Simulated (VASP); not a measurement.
# Si2B2W (P4mm) in VASP: further runs

The runs below take Si2B2W through single point, relaxation of cell and atoms, with PBE.

Program: VASP 6.6.1. These are calculated values, not measurements. Logs are shortened: lines on timing, memory, paths and dates and some standing lists are left out, and cuts for length are marked.

## (1) The cell of the first run

Symmetry: P4mm, No. 99, tetragonal system. The conventional cell has a = 3.590 Å, b = 3.590 Å, c = 4.224 Å, α = 90.00°, β = 90.00°, γ = 90.00°. Within 3.3 Å of Si (site symmetry 4mm) lie 8 B at 2.52 to 3.04 Å and 4 Si at 2.64 Å and 4 W at 2.99 Å. Si (site symmetry 4mm) has 2 W at 1.91 to 2.31 Å and 4 B at 2.08 Å within 2.5 Å. B (site symmetry 2mm) has 2 W at 1.99 Å and 4 Si at 2.08 to 2.52 Å and 4 B at 2.54 Å within 2.6 Å. Within 2.5 Å of W (site symmetry 4mm) lie 2 Si at 1.91 to 2.31 Å and 4 B at 1.99 Å.

The cell was generated, and may not be a known phase.

## (2) Single point, PBE

Contents of INCAR:

```
PREC = Accurate ; ENCUT = 520
EDIFF = 1E-6 ; ISMEAR = 0
SIGMA = 0.1 ; LREAL = F
LASPH = T ; NELM = 80
ALGO = Normal ; ISIF = 2
LWAVE = F ; LCHARG = T
GGA = PE ; LELF = T
LVHAR = T ; NBANDS = 22
```

Contents of KPOINTS:

```
regular mesh
0
Gamma
  6 6 4
```

Contents of POSCAR:

```
Si2B2W
1.0
    3.5898337700      0.0000000000      0.0000000000
    0.0000000000      3.5898337700      0.0000000000
    0.0000000000      0.0000000000      4.2240772400
Si B W
2 2 1
Direct
    0.5000000000      0.5000000000      0.3150837900
    0.0000000000      0.0000000000      0.1425015300
    0.5000000000      0.0000000000      0.8948658600
    0.0000000000      0.5000000000      0.8948658600
    0.0000000000      0.0000000000      0.6901149300
```

Potentials or basis: VASP PAW PBE potentials, release 64 (Si, B, W_sv).

Run with:

```bash
$ cat potpaw_PBE.64/Si/POTCAR potpaw_PBE.64/B/POTCAR potpaw_PBE.64/W_sv/POTCAR > POTCAR
$ mpirun -np 1 vasp_std > vasp.out
```

OUTCAR:

```text
PREC = Accurate
   ENCUT = 520
   EDIFF = 1E-6
   ISMEAR = 0
   LREAL = F
   LASPH = T
   NELM = 80
   ISIF = 2
   GGA = PE

 ion  position               nearest neighbor table
   1  0.500  0.500  0.315-   3 2.52   4 2.52   3 2.52   4 2.52   2 2.64   2 2.64   2 2.64   2 2.64
                             5 2.99   5 2.99   5 2.99   5 2.99
   2  0.000  0.000  0.143-   5 1.91   4 2.08   3 2.08   4 2.08   3 2.08   5 2.31   1 2.64   1 2.64
                             1 2.64   1 2.64
   3  0.500  0.000  0.895-   5 1.99   5 1.99   2 2.08   2 2.08   1 2.52   1 2.52
   4  0.000  0.500  0.895-   5 1.99   5 1.99   2 2.08   2 2.08   1 2.52   1 2.52
   5  0.000  0.000  0.690-   2 1.91   3 1.99   4 1.99   4 1.99   3 1.99   2 2.31   1 2.99   1 2.99
                             1 2.99   1 2.99

  LATTYP: Found a simple tetragonal cell.
 ALAT       =     3.5898337700
 C/A-ratio  =     1.1766776711

  Lattice vectors:

 A1 = (   3.5898337700,   0.0000000000,   0.0000000000)
 A2 = (   0.0000000000,   3.5898337700,   0.0000000000)
 A3 = (   0.0000000000,   0.0000000000,   4.2240772400)

Analysis of symmetry for initial positions (statically):
=====================================================================
 Subroutine PRICEL returns:
 Original cell was already a primitive cell.

 Routine SETGRP: Setting up the symmetry group for a
 simple tetragonal supercell.

 Subroutine GETGRP returns: Found  8 space group operations
 (whereof  8 operations were pure point group operations)
 out of a pool of 16 trial point group operations.

The static configuration has the point symmetry C_4v.

Analysis of symmetry for dynamics (positions and initial velocities):
=====================================================================
 Subroutine PRICEL returns:
 Original cell was already a primitive cell.

 Routine SETGRP: Setting up the symmetry group for a
 simple tetragonal supercell.

 Subroutine GETGRP returns: Found  8 space group operations
 (whereof  8 operations were pure point group operations)
 out of a pool of 16 trial point group operations.

The dynamic configuration has the point symmetry C_4v.

 Subroutine INISYM returns: Found  8 space group operations
 (whereof  8 operations are pure point group operations),
 and found     1 'primitive' translations

----------------------------------------------------------------------------------------

                                     Primitive cell

  volume of cell :      54.4353

  direct lattice vectors                    reciprocal lattice vectors
     3.589833770  0.000000000  0.000000000     0.278564431  0.000000000  0.000000000
     0.000000000  3.589833770  0.000000000     0.000000000  0.278564431  0.000000000
     0.000000000  0.000000000  4.224077240     0.000000000  0.000000000  0.236738095

  length of vectors
     3.589833770  3.589833770  4.224077240     0.278564431  0.278564431  0.236738095

  position of ions in fractional coordinates (direct lattice)
     0.500000000  0.500000000  0.315083790
     0.000000000  0.000000000  0.142501530
     0.500000000  0.000000000  0.894865860
     0.000000000  0.500000000  0.894865860
     0.000000000  0.000000000  0.690114930

  ion indices of the primitive-cell ions
   primitive index   ion index
                 1           1
                 2           2
                 3           3
                 4           4
                 5           5

----------------------------------------------------------------------------------------

 KPOINTS: regular mesh

Automatic generation of k-mesh.
 Grid dimensions read from file:
 generate k-points for:    6    6    4

 Generating k-lattice:

  Cartesian coordinates                     Fractional coordinates (reciprocal lattice)
     0.046427405  0.000000000  0.000000000     0.166666667  0.000000000  0.000000000
     0.000000000  0.046427405  0.000000000     0.000000000  0.166666667  0.000000000
     0.000000000  0.000000000  0.059184524     0.000000000  0.000000000  0.250000000

  Length of vectors
     0.046427405  0.046427405  0.059184524

  Shift w.r.t. Gamma in fractional coordinates (k-lattice)
     0.000000000  0.000000000  0.000000000

 Subroutine IBZKPT returns following result:
 ===========================================

 Found     30 irreducible k-points:

 Following reciprocal coordinates:
            Coordinates               Weight
  0.000000  0.000000  0.000000      1.000000
  0.166667  0.000000  0.000000      4.000000
  0.333333  0.000000  0.000000      4.000000
  0.500000  0.000000  0.000000      2.000000
  0.166667  0.166667  0.000000      4.000000
  0.333333  0.166667  0.000000      8.000000
[... 16 lines left out ...]
  0.333333  0.000000  0.500000      4.000000
  0.500000  0.000000  0.500000      2.000000
 [... further k-points ...]
   k-points           NKPTS =     30   k-points in BZ     NKDIM =     30   number of bands    NBANDS=     22
   number of dos      NEDOS =    301   number of ions     NIONS =      5
   total plane-waves  NPLWV =  25088
   dimension x,y,z NGX =    28 NGY =   28 NGZ =   32
   dimension x,y,z NGXF=    56 NGYF=   56 NGZF=   64
   ions per type =               2   2   1
   NGX,Y,Z   is equivalent  to a cutoff of  12.97, 12.97, 12.59 a.u.
   NGXF,Y,Z  is equivalent  to a cutoff of  25.93, 25.93, 25.19 a.u.
 SYSTEM =  unknown system
   PREC   = accura    normal or accurate (medium, high low for compatibility)
   ISTART =      0    job   : 0-new  1-cont  2-samecut
   ICHARG =      2    charge: 1-file 2-atom 10-const
   ISPIN  =      1    spin polarized calculation?
   LNONCOLLINEAR =      F non collinear calculations
   LSORBIT =      F    spin-orbit coupling
   LASPH  =      T    aspherical Exc in radial PAW
   ENCUT  =  520.0 eV  38.22 Ry    6.18 a.u.   6.67  6.67  7.85*2*pi/ulx,y,z
   NELM   =     80;   NELMIN=  2; NELMDL= -5     # of ELM steps
   EDIFF  = 0.1E-05   stopping-criterion for ELM
   LREAL  =      F    real-space projection
   EDIFFG = 0.1E-04   stopping-criterion for IOM
   NSW    =      0    number of steps for IOM
   IBRION =     -1    ionic relax: 0-MD 1-quasi-New 2-CG
   NFREE  =      0    steps in history (QN), initial steepest desc. (CG)
   ISIF   =      2    stress and relaxation
   ISYM   =      2    0-nonsym 1-usesym 2-fastsym
   POTIM  = 0.5000    time-step for ionic-motion
   TEBEG  =    0.0;   TEEND  =   0.0 temperature during run
   PSTRESS=    0.0 pullay stress
   NELECT =      28.0000    total number of electrons
   NUPDOWN=      -1.0000    fix difference up-down
   EMIN   =  10.00;   EMAX   =-10.00  energy-range for DOS
   EFERMI =   0.00;   METHOD = LEGACY
   ISMEAR =     0;   SIGMA  =   0.10  broadening in eV -4-tet -1-fermi 0-gaus
   EFERMI_NEDOS =   21; number of points for ismear=-14 and -15
   IALGO  =     38    algorithm
   IMIX   =      4    mixing-type and parameters
     AMIX     =   0.40;   BMIX     =  1.00
     AMIX_MAG =   1.60;   BMIX_MAG =  1.00
  volume/ion in A,a.u.               =      10.89        73.47
  Fermi-wavevector in a.u.,A,eV,Ry     =   1.311698  2.478751 23.409542  1.720553
  Thomas-Fermi vector in A             =   2.442142
   LORBIT       =      0    0 simple, 1 ext, 2 COOP (PROOUT), +10 PAW based schemes
   GGA     = PE    functional components
   LHFCALC =     F    Hartree Fock is set to
   AEXX    =    0.0000 exact exchange contribution
   IVDW    =     0    specifies the selected vdW correction
   LEPSILON=     F    determine dielectric tensor
   LRPA    =     F    only Hartree local field effects (RPA)
 non-spin polarized calculation
 Gauss-broadening in eV      SIGMA  =   0.10
  energy-cutoff  :      520.00
  volume of cell :       54.44
 maximum number of plane-waves:      1487
 NGX is ok and might be reduce to    28
   NGX = 13   NGY = 13   NGZ = 15

 number of electron      28.0000000 magnetization

 Free energy of the ion-electron system (eV)
  ---------------------------------------------------
  ext. energy  EPLUGINS =         0.00000000
  ---------------------------------------------------
  free energy    TOTEN  =       -28.61342516 eV

  energy without entropy =      -28.59971626  energy(sigma->0) =      -28.60657071

 E-fermi :  10.4930     XC(G=0): -12.2268

 val. band max:       10.4517991821   @ k =   0.5000   0.1667   0.5000
 cond. band min:      10.4940661671   @ k =   0.1667   0.1667   0.2500
 fundamental gap:      0.0422669850
 Fermi energy:        10.4930463406

 k-point     1 :       0.0000    0.0000    0.0000
  band No.  band energies     occupation
      1     -62.6687      2.00000
      2     -27.8434      2.00000
      3     -27.1356      2.00000
      4     -27.1356      2.00000
      5      -4.2701      2.00000
      6       2.7534      2.00000
[... 14 lines left out ...]
     21      17.9797      0.00000
     22      17.9797      0.00000

 k-point     2 :       0.1667    0.0000    0.0000
  band No.  band energies     occupation
      1     -62.6684      2.00000
      2     -27.8433      2.00000
      3     -27.1532      2.00000
      4     -27.1338      2.00000
      5      -3.9682      2.00000
      6       2.3588      2.00000
[... 14 lines left out ...]
     21      16.6573      0.00000
     22      16.9534      0.00000

 k-point     3 :       0.3333    0.0000    0.0000
  band No.  band energies     occupation
      1     -62.6678      2.00000
      2     -27.8430      2.00000
      3     -27.1881      2.00000
      4     -27.1302      2.00000
      5      -3.1040      2.00000
      6       0.4342      2.00000
[... 14 lines left out ...]
     21      16.3202      0.00000
     22      16.7629      0.00000

 k-point     4 :       0.5000    0.0000    0.0000
  band No.  band energies     occupation
      1     -62.6675      2.00000
      2     -27.8429      2.00000
      3     -27.2055      2.00000
      4     -27.1284      2.00000
      5      -2.1495      2.00000
      6      -0.9480      2.00000
[... 14 lines left out ...]
     21      16.6702      0.00000
     22      17.2236      0.00000

 k-point     5 :       0.1667    0.1667    0.0000
  band No.  band energies     occupation
      1     -62.6681      2.00000
      2     -27.8432      2.00000
      3     -27.1516      2.00000
      4     -27.1509      2.00000
      5      -3.6696      2.00000
      6       2.4592      2.00000
[... 14 lines left out ...]
     21      16.8694      0.00000
     22      17.5653      0.00000

 k-point     6 :       0.3333    0.1667    0.0000
  band No.  band energies     occupation
      1     -62.6675      2.00000
      2     -27.8430      2.00000
      3     -27.1860      2.00000
      4     -27.1475      2.00000
      5      -2.8147      2.00000
      6       0.6618      2.00000
[... 14 lines left out ...]
     21      17.0689      0.00000
     22      17.5872      0.00000

 k-point     7 :       0.5000    0.1667    0.0000
  band No.  band energies     occupation
      1     -62.6672      2.00000
      2     -27.8429      2.00000
      3     -27.2033      2.00000
      4     -27.1456      2.00000
      5      -1.8643      2.00000
      6      -0.7070      2.00000
[... 324 lines left out ...]
      6       1.0177      2.00000
[... 14 lines left out ...]
     21      17.1478      0.00000
     22      19.1347      0.00000

 k-point    21 :       0.0000    0.0000    0.5000
  band No.  band energies     occupation
      1     -62.6675      2.00000
      2     -27.8804      2.00000
      3     -27.1351      2.00000
      4     -27.1351      2.00000
      5      -2.9601      2.00000
      6      -0.0466      2.00000
[... 14 lines left out ...]
     21      16.9969      0.00000
     22      17.7433      0.00000

 k-point    22 :       0.1667    0.0000    0.5000
  band No.  band energies     occupation
      1     -62.6672      2.00000
      2     -27.8801      2.00000
      3     -27.1526      2.00000
      4     -27.1333      2.00000
      5      -2.7127      2.00000
      6       0.2955      2.00000
[... 14 lines left out ...]
     21      16.9816      0.00000
     22      17.7238      0.00000

 k-point    23 :       0.3333    0.0000    0.5000
  band No.  band energies     occupation
      1     -62.6666      2.00000
      2     -27.8793      2.00000
      3     -27.1873      2.00000
      4     -27.1298      2.00000
      5      -1.9852      2.00000
      6       0.5927      2.00000
[... 14 lines left out ...]
     21      16.6802      0.00000
     22      17.6584      0.00000

 k-point    24 :       0.5000    0.0000    0.5000
  band No.  band energies     occupation
      1     -62.6663      2.00000
      2     -27.8790      2.00000
      3     -27.2045      2.00000
      4     -27.1280      2.00000
      5      -0.9434      2.00000
      6      -0.6821      2.00000
[... 14 lines left out ...]
     21      16.2112      0.00000
     22      17.8979      0.00000

 [... further k-points ...]

------------------------ aborting loop because EDIFF is reached ----------------------------------------

  FORCE on cell =-STRESS in cart. coord.  units (eV):
  Direction    XX          YY          ZZ          XY          YZ          ZX
  --------------------------------------------------------------------------------------
  -------------------------------------------------------------------------------------
  Total       11.2758925     11.2758925     43.2688843      0.0000000      0.0000000      0.0000000
  in kB      331.8799227    331.8799227   1273.5199454      0.0000000      0.0000000      0.0000000
  external PRESSURE =     645.7599303 kB  Pullay stress =       0.0000000 kB

 VOLUME and BASIS-vectors are now :
 -----------------------------------------------------------------------------
  energy-cutoff  :      520.00
  volume of cell :       54.44
      direct lattice vectors                 reciprocal lattice vectors
     3.589833770  0.000000000  0.000000000     0.278564431  0.000000000  0.000000000
     0.000000000  3.589833770  0.000000000     0.000000000  0.278564431  0.000000000
     0.000000000  0.000000000  4.224077240     0.000000000  0.000000000  0.236738095

 POSITION                                       TOTAL-FORCE (eV/Angst)
 -----------------------------------------------------------------------------------
      1.79492      1.79492      1.33094         0.000000      0.000000      1.520760
      0.00000      0.00000      0.60194         0.000000     -0.000000     12.470810
      1.79492      0.00000      3.77998         0.000000     -0.000000      1.987714
      0.00000      1.79492      3.77998         0.000000      0.000000      1.987714
      0.00000      0.00000      2.91510        -0.000000     -0.000000    -17.966998
 -----------------------------------------------------------------------------------
    total drift:                               -0.000000     -0.000000      0.000323

  FREE ENERGIE OF THE ION-ELECTRON SYSTEM (eV)
  ---------------------------------------------------
  free  energy   TOTEN  =       -28.6134251591 eV

  energy  without entropy=      -28.5997162590  energy(sigma->0) =      -28.60657071
```

Run time: 49 s. Hardware: 1 thread of Intel Xeon Platinum 8259CL at 2.50GHz (Skylake/Cascade Lake), shared host; peak memory 0.18 GiB.

What came out:

| Quantity | Value |
| --- | --- |
| Free energy | -28.6134 eV |
| Pressure | 64.6 GPa |
| Largest force | 17.967 eV/Å |
| Band gap on the k mesh | zero (bands 14 and 15 overlap by 1.95 eV) |

Forces in eV/Å, atoms in the order of the input:
```
Si    0.000   0.000   1.521
Si    0.000   0.000  12.471
B     0.000   0.000   1.988
B     0.000   0.000   1.988
W     0.000   0.000 -17.967
```

Stress tensor (GPa, compression positive):
```
 33.19   0.00   0.00
  0.00  33.19   0.00
  0.00   0.00 127.35
```

Caveat: the k points lie up to 0.37 Å⁻¹ apart, too coarse for converged energies and pressures of a metal; spin-orbit coupling is left out, which moves the levels of the heavy elements; forces of over 1 eV/Å act on the atoms, so gaps and moduli don't describe the material at rest.

(Part 1 of 2 ends here.)

The gap in the log of VASP goes by the Fermi energy; the results here count the filled bands.